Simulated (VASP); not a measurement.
A run of VASP 6.6.1:

The input POSCAR:

```
PbS
1.0
    3.6778561224      0.0000000000      0.0000000000
    0.0000000000      3.6778561224      0.0000000000
    0.0000000000      0.0000000000      3.6778561224
Pb S
1 1
Direct
    0.0000000000      0.0000000000      0.0000000000
    0.5000000000      0.5000000000      0.5000000000
```

INCAR.step1

```
SYSTEM = PbS
PREC     = Accurate       ! precision mode
ENCUT    = 520            ! plane-wave cutoff, eV
EDIFF    = 1E-5           ! SCF threshold, eV
ISMEAR   = -1             ! smearing method
SIGMA    = 0.05           ! smearing width, eV
LREAL    = .False.        ! projectors in reciprocal space
LASPH    = .True.         ! aspherical terms in the spheres
NELM     = 80             ! most SCF steps
ALGO     = Normal         ! electronic algorithm
ISIF     = 2              ! what is computed and relaxed
LWAVE    = .True.         ! write WAVECAR
NBANDS   = 17             ! bands
GGA      = PE             ! functional
```

File INCAR.step2:

```
SYSTEM = PbS
PREC     = Accurate       ! precision mode
ENCUT    = 520            ! plane-wave cutoff, eV
EDIFF    = 1E-6           ! SCF threshold, eV
ISMEAR   = -1             ! smearing method
SIGMA    = 0.05           ! smearing width, eV
LREAL    = .False.        ! projectors in reciprocal space
LASPH    = .True.         ! aspherical terms in the spheres
NELM     = 80             ! most SCF steps
ALGO     = Normal         ! electronic algorithm
ISIF     = 2              ! what is computed and relaxed
LWAVE    = .False.        ! write WAVECAR
LCHARG   = .True.         ! write CHGCAR
GGA      = PE             ! functional
LHFCALC  = .True.         ! exact exchange
HFSCREEN = 0.2079         ! screening, 1/A
PRECFOCK = Normal       
LELF     = .True.         ! ELF
LVHAR    = .True.       
NBANDS   = 17             ! bands
ISTART   = 1
```

Contents of KPOINTS:

```
Automatic mesh
0
Gamma
  4 4 4
  0 0 0
```

Potentials or basis: VASP PAW PBE potentials, release 64 (Pb_d, S).

Launch:

```console
$ cat potpaw_PBE.64/Pb_d/POTCAR potpaw_PBE.64/S/POTCAR > POTCAR
$ cp INCAR.step1 INCAR
$ mpirun -np 1 vasp_std > vasp.out
$ cp INCAR.step2 INCAR
$ mpirun -np 1 vasp_std > vasp.out
```

Hardware: 1 thread of Intel Xeon 8259CL, with other jobs on the host.

Question: How long does it take, and how much memory?

Answer: Wall time 17 min on 1 thread of Intel Xeon 8259CL, with other jobs on the host, peak memory 0.28 GiB. Counts: k points 10.
